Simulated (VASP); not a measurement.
# HW8C8 in VASP: single point with PBE

Aim: the single point of HW8C8 with PBE.

Program: VASP 6.6.1. These are calculated values, not measurements. Logs are shortened: lines on timing, memory, paths and dates and some standing lists are left out, and cuts for length are marked.

**1. The cell of the first run**

The cell holds a slab with vacuum, 17 atoms: a = 5.789 Å, b = 5.789 Å, c = 16.248 Å, α = 90.00°, β = 90.00°, γ = 120.00°.

**2. Single point, PBE**

INCAR reads:

```
SYSTEM = HW8C8
PREC     = Accurate       ! precision mode
ENCUT    = 520            ! plane-wave cutoff, eV
EDIFF    = 1E-6           ! SCF threshold, eV
ISMEAR   = 0              ! smearing method
SIGMA    = 0.15           ! smearing width, eV
LREAL    = Auto         
LASPH    = .TRUE.         ! aspherical terms in the spheres
NELM     = 60             ! most SCF steps
ALGO     = Normal         ! electronic algorithm
ISIF     = 2              ! what is computed and relaxed
LWAVE    = .FALSE.        ! write WAVECAR
LCHARG   = .FALSE.        ! write CHGCAR
GGA      = PE             ! functional
NBANDS   = 86             ! bands
```

KPOINTS reads:

```
Automatic mesh
0
G
  5 5 1
  0 0 0
```

POSCAR reads:

```
HW8C8
1.0
    5.7891000000      0.0000000000      0.0000000000
   -2.8945500000      5.0135080000      0.0000000000
    0.0000000000      0.0000000000     16.2481650000
W C H
8 8 1
Direct
    0.0000000000      0.0000000000      0.0615454000
   -0.0001482304     -0.0000872318      0.2381133998
    0.0000000000      0.5000000000      0.0615454000
   -0.0004216426      0.4997775891      0.2378238202
    0.5000000000      0.0000000000      0.0615454000
    0.4999661589      0.0001468322      0.2378504265
    0.5000000000      0.5000000000      0.0615454000
    0.4999734305      0.4997924314      0.2378452612
    0.3329725539      0.1664697587      0.1428007682
    0.3363804450      0.1681883508      0.3067979168
    0.3332567464      0.6666082515      0.1440158720
    0.3330586845      0.6665036248      0.3144028406
    0.8334147527      0.1664418420      0.1427842368
    0.8315355306      0.1681987248      0.3067878287
    0.8334313374      0.6669731543      0.1427796516
    0.8315317465      0.6633142453      0.3067868834
    0.3324208037      0.6660999880      0.3815505824
```

Potentials or basis: VASP PAW PBE potentials, release 64 (W_sv, C, H).

Started as:

```sh
$ cat potpaw_PBE.64/W_sv/POTCAR potpaw_PBE.64/C/POTCAR potpaw_PBE.64/H/POTCAR > POTCAR
$ mpirun -np 1 vasp_std > vasp.out
```

OUTCAR:

```text
SYSTEM = HW8C8
   PREC = Accurate
   ENCUT = 520
   EDIFF = 1E-6
   ISMEAR = 0
   LREAL = Auto
   LASPH = .TRUE.
   NELM = 60
   ISIF = 2
   GGA = PE

 ion  position               nearest neighbor table
   1  0.000  0.000  0.062-   9 2.13  15 2.13  13 2.13   2 2.87   5 2.89   5 2.89   3 2.89   3 2.89
                             7 2.89   7 2.89
   2  1.000  1.000  0.238-  10 2.02  16 2.02  14 2.02  15 2.28  13 2.28   9 2.28   1 2.87   6 2.89
                             4 2.89   8 2.89   8 2.89   4 2.89   6 2.89
   3  0.000  0.500  0.062-  15 2.13  13 2.13  11 2.14   4 2.86   7 2.89   7 2.89   5 2.89   1 2.89
                             1 2.89   5 2.89
   4  1.000  0.500  0.238-  14 2.00  16 2.00  12 2.08  11 2.26  13 2.28  15 2.28   3 2.86   8 2.89
                             6 2.89   2 2.89   2 2.89   6 2.90   8 2.90
   5  0.500  0.000  0.062-  13 2.13   9 2.13  11 2.14   6 2.86   1 2.89   1 2.89   3 2.89   7 2.89
                             7 2.89   3 2.89
   6  0.500  0.000  0.238-  14 2.00  10 2.00  12 2.08  11 2.26   9 2.28  13 2.28   5 2.86   4 2.89
                             8 2.89   2 2.89   2 2.89   8 2.90   4 2.90
   7  0.500  0.500  0.062-  15 2.13   9 2.13  11 2.14   8 2.86   3 2.89   3 2.89   5 2.89   5 2.89
                             1 2.89   1 2.89
   8  0.500  0.500  0.238-  16 2.00  10 2.00  12 2.08  11 2.26   9 2.28  15 2.28   7 2.86   4 2.89
                             6 2.89   2 2.89   2 2.89   6 2.90   4 2.90
   9  0.333  0.166  0.143-   1 2.13   5 2.13   7 2.13   8 2.28   6 2.28   2 2.28
  10  0.336  0.168  0.307-   8 2.00   6 2.00   2 2.02
  11  0.333  0.667  0.144-   3 2.14   7 2.14   5 2.14   8 2.26   6 2.26   4 2.26
  12  0.333  0.667  0.314-  17 1.09   4 2.08   8 2.08   6 2.08
  13  0.833  0.166  0.143-   1 2.13   5 2.13   3 2.13   4 2.28   6 2.28   2 2.28
  14  0.832  0.168  0.307-   6 2.00   4 2.00   2 2.02
  15  0.833  0.667  0.143-   1 2.13   7 2.13   3 2.13   4 2.28   8 2.28   2 2.28
  16  0.832  0.663  0.307-   8 2.00   4 2.00   2 2.02
  17  0.332  0.666  0.382-  12 1.09

  LATTYP: Found a hexagonal cell.
 ALAT       =     5.7891000000
 C/A-ratio  =     2.8066823859

  Lattice vectors:

 A1 = (   5.7891000000,   0.0000000000,   0.0000000000)
 A2 = (  -2.8945500000,   5.0135080000,   0.0000000000)
 A3 = (   0.0000000000,   0.0000000000,  16.2481650000)

Analysis of symmetry for initial positions (statically):
=====================================================================
 Subroutine PRICEL returns:
 Original cell was already a primitive cell.

 Routine SETGRP: Setting up the symmetry group for a
 hexagonal supercell.

 Subroutine GETGRP returns: Found  1 space group operations
 (whereof  1 operations were pure point group operations)
 out of a pool of 24 trial point group operations.

The static configuration has the point symmetry C_1 .

Analysis of symmetry for dynamics (positions and initial velocities):
=====================================================================
 Subroutine PRICEL returns:
 Original cell was already a primitive cell.

 Routine SETGRP: Setting up the symmetry group for a
 hexagonal supercell.

 Subroutine GETGRP returns: Found  1 space group operations
 (whereof  1 operations were pure point group operations)
 out of a pool of 24 trial point group operations.

The dynamic configuration has the point symmetry C_1 .

 Subroutine INISYM returns: Found  1 space group operations
 (whereof  1 operations are pure point group operations),
 and found     1 'primitive' translations

----------------------------------------------------------------------------------------

                                     Primitive cell

  volume of cell :     471.5819

  direct lattice vectors                    reciprocal lattice vectors
     5.789100000  0.000000000  0.000000000     0.172738422  0.099730568  0.000000000
    -2.894550000  5.013508000  0.000000000     0.000000000  0.199461136  0.000000000
     0.000000000  0.000000000 16.248165000     0.000000000  0.000000000  0.061545411

  length of vectors
     5.789100000  5.789100290 16.248165000     0.199461146  0.199461136  0.061545411

  position of ions in fractional coordinates (direct lattice)
     0.000000000  0.000000000  0.061545400
     0.999851770  0.999912768  0.238113400
     0.000000000  0.500000000  0.061545400
     0.999578357  0.499777589  0.237823820
     0.500000000  0.000000000  0.061545400
     0.499966159  0.000146832  0.237850427
[... 9 lines left out ...]
     0.831531746  0.663314245  0.306786883
     0.332420804  0.666099988  0.381550582

  ion indices of the primitive-cell ions
   primitive index   ion index
                 1           1
                 2           2
                 3           3
                 4           4
                 5           5
                 6           6
[... 9 lines left out ...]
                16          16
                17          17

----------------------------------------------------------------------------------------

 KPOINTS: Automatic mesh

Automatic generation of k-mesh.
 Grid dimensions read from file:
 generate k-points for:    5    5    1

 Generating k-lattice:

  Cartesian coordinates                     Fractional coordinates (reciprocal lattice)
     0.034547684  0.019946114  0.000000000     0.200000000  0.000000000  0.000000000
     0.000000000  0.039892227  0.000000000     0.000000000  0.200000000  0.000000000
     0.000000000  0.000000000  0.061545411     0.000000000  0.000000000  1.000000000

  Length of vectors
     0.039892229  0.039892227  0.061545411

  Shift w.r.t. Gamma in fractional coordinates (k-lattice)
     0.000000000  0.000000000  0.000000000

 Subroutine IBZKPT returns following result:
 ===========================================

 Found     13 irreducible k-points:

 Following reciprocal coordinates:
            Coordinates               Weight
  0.000000  0.000000  0.000000      1.000000
  0.200000 -0.000000  0.000000      2.000000
  0.000000  0.200000  0.000000      2.000000
 -0.200000  0.200000  0.000000      2.000000
  0.400000 -0.000000  0.000000      2.000000
  0.000000  0.400000  0.000000      2.000000
 -0.400000  0.400000  0.000000      2.000000
  0.200000  0.200000  0.000000      2.000000
 -0.200000  0.400000  0.000000      2.000000
 -0.400000  0.200000  0.000000      2.000000
  0.400000  0.200000  0.000000      2.000000
 -0.200000 -0.400000  0.000000      2.000000
  0.400000  0.400000  0.000000      2.000000
   k-points           NKPTS =     13   k-points in BZ     NKDIM =     13   number of bands    NBANDS=     86
   number of dos      NEDOS =    301   number of ions     NIONS =     17
   total plane-waves  NPLWV = 290304
   dimension x,y,z NGX =    48 NGY =   48 NGZ =  126
   dimension x,y,z NGXF=    96 NGYF=   96 NGZF=  252
   ions per type =               8   8   1
   NGX,Y,Z   is equivalent  to a cutoff of  13.78, 13.78, 12.89 a.u.
   NGXF,Y,Z  is equivalent  to a cutoff of  27.57, 27.57, 25.78 a.u.
 SYSTEM =  HW8C8
   PREC   = accura    normal or accurate (medium, high low for compatibility)
   ISTART =      0    job   : 0-new  1-cont  2-samecut
   ICHARG =      2    charge: 1-file 2-atom 10-const
   ISPIN  =      1    spin polarized calculation?
   LNONCOLLINEAR =      F non collinear calculations
   LSORBIT =      F    spin-orbit coupling
   LASPH  =      T    aspherical Exc in radial PAW
   ENCUT  =  520.0 eV  38.22 Ry    6.18 a.u.  10.76 10.76 30.21*2*pi/ulx,y,z
   NELM   =     60;   NELMIN=  2; NELMDL= -5     # of ELM steps
   EDIFF  = 0.1E-05   stopping-criterion for ELM
   LREAL  =      T    real-space projection
   EDIFFG = 0.1E-04   stopping-criterion for IOM
   NSW    =      0    number of steps for IOM
   IBRION =     -1    ionic relax: 0-MD 1-quasi-New 2-CG
   NFREE  =      0    steps in history (QN), initial steepest desc. (CG)
   ISIF   =      2    stress and relaxation
   ISYM   =      2    0-nonsym 1-usesym 2-fastsym
   POTIM  = 0.5000    time-step for ionic-motion
   TEBEG  =    0.0;   TEEND  =   0.0 temperature during run
   PSTRESS=    0.0 pullay stress
   NELECT =     145.0000    total number of electrons
   NUPDOWN=      -1.0000    fix difference up-down
   EMIN   =  10.00;   EMAX   =-10.00  energy-range for DOS
   EFERMI =   0.00;   METHOD = LEGACY
   ISMEAR =     0;   SIGMA  =   0.15  broadening in eV -4-tet -1-fermi 0-gaus
   EFERMI_NEDOS =   21; number of points for ismear=-14 and -15
   IALGO  =     38    algorithm
   IMIX   =      4    mixing-type and parameters
     AMIX     =   0.40;   BMIX     =  1.00
     AMIX_MAG =   1.60;   BMIX_MAG =  1.00
  volume/ion in A,a.u.               =      27.74       187.20
  Fermi-wavevector in a.u.,A,eV,Ry     =   1.104956  2.088065 16.611742  1.220929
  Thomas-Fermi vector in A             =   2.241437
   LORBIT       =      0    0 simple, 1 ext, 2 COOP (PROOUT), +10 PAW based schemes
   GGA     = PE    functional components
   LHFCALC =     F    Hartree Fock is set to
   AEXX    =    0.0000 exact exchange contribution
   IVDW    =     0    specifies the selected vdW correction
   LEPSILON=     F    determine dielectric tensor
   LRPA    =     F    only Hartree local field effects (RPA)
 non-spin polarized calculation
 Gauss-broadening in eV      SIGMA  =   0.15
  energy-cutoff  :      520.00
  volume of cell :      471.58
 maximum number of plane-waves:     12709
 NGX is ok and might be reduce to    48
   NGX = 21   NGY = 21   NGZ = 61

 number of electron     144.9999993 magnetization

 Free energy of the ion-electron system (eV)
  ---------------------------------------------------
  ext. energy  EPLUGINS =         0.00000000
  ---------------------------------------------------
  free energy    TOTEN  =      -167.15506472 eV

  energy without entropy =     -167.09730609  energy(sigma->0) =     -167.12618541

 E-fermi :   0.5568     XC(G=0):  -6.1387

 val. band max:        0.3991001341   @ k =   0.0000   0.2000   0.0000
 cond. band min:       0.5884345955   @ k =   0.2000  -0.0000   0.0000
 fundamental gap:      0.1893344614
 Fermi energy:         0.5567893193

 k-point     1 :       0.0000    0.0000    0.0000
  band No.  band energies     occupation
      1     -73.3586      2.00000
      2     -73.3102      2.00000
      3     -73.3003      2.00000
      4     -73.3002      2.00000
      5     -73.2939      2.00000
      6     -73.2218      2.00000
[... 1120 lines left out ...]
     83       2.8192      0.00000
     84       2.8843      0.00000
 [bands above 84 left out]

------------------------ aborting loop because EDIFF is reached ----------------------------------------

  FORCE on cell =-STRESS in cart. coord.  units (eV):
  Direction    XX          YY          ZZ          XY          YZ          ZX
  --------------------------------------------------------------------------------------
  -------------------------------------------------------------------------------------
  Total        9.7344951      9.7144966      0.8570215      0.0136688      0.0279328      0.0395403
  in kB       33.0724926     33.0045488      2.9116905      0.0464392      0.0949005      0.1343365
  external PRESSURE =      22.9962440 kB  Pullay stress =       0.0000000 kB

 VOLUME and BASIS-vectors are now :
 -----------------------------------------------------------------------------
  energy-cutoff  :      520.00
  volume of cell :      471.58
      direct lattice vectors                 reciprocal lattice vectors
     5.789100000  0.000000000  0.000000000     0.172738422  0.099730568  0.000000000
    -2.894550000  5.013508000  0.000000000     0.000000000  0.199461136  0.000000000
     0.000000000  0.000000000 16.248165000     0.000000000  0.000000000  0.061545411

 POSITION                                       TOTAL-FORCE (eV/Angst)
 -----------------------------------------------------------------------------------
      0.00000      0.00000      1.00000        -0.001545     -0.000950     -0.111382
      2.89394      5.01307      3.86891         0.000765      0.001137     -0.033325
     -1.44728      2.50675      1.00000         0.106780      0.060933     -0.042211
      4.34003      2.50564      3.86420         0.018698      0.010803     -0.026923
      2.89455      0.00000      1.00000        -0.003018     -0.128354     -0.038812
      2.89393      0.00074      3.86463         0.000730     -0.020826     -0.029227
[... 9 lines left out ...]
      2.89382      3.32553      4.98472         0.000246     -0.000872      0.086396
     -0.00364      3.33950      6.19950         0.005029      0.004074      0.017066
 -----------------------------------------------------------------------------------
    total drift:                               -0.001609     -0.002275     -0.009871

  FREE ENERGIE OF THE ION-ELECTRON SYSTEM (eV)
  ---------------------------------------------------
  free  energy   TOTEN  =      -167.1550647190 eV

  energy  without entropy=     -167.0973060932  energy(sigma->0) =     -167.12618541
```

It took 23 min on 1 thread of Intel Xeon Platinum 8375C at 2.90GHz (Ice Lake), shared host; peak memory 0.79 GiB.

What came out:

```yaml
Free_energy: -167.1551 eV
Largest_force: 0.134 eV/Å
Band_gap_on_the_k_mesh: zero (an odd number of electrons rules out a gap without spin polarisation)
```

Forces in eV/Å, atoms in the order of the input:
```
W   -0.002 -0.001 -0.111
W    0.001  0.001 -0.033
W    0.107  0.061 -0.042
W    0.019  0.011 -0.027
W   -0.003 -0.128 -0.039
W    0.001 -0.021 -0.029
W   -0.112  0.060 -0.039
W   -0.018  0.011 -0.029
C   -0.003 -0.001 -0.002
C    0.000 -0.001  0.087
C    0.000  0.001  0.010
C    0.002  0.001  0.063
C    0.002  0.001  0.001
C   -0.001  0.000  0.087
C    0.001  0.001  0.001
C    0.000 -0.001  0.086
H    0.005  0.004  0.017
```

Caveat: spin-orbit coupling is left out, which moves the levels of the heavy elements.
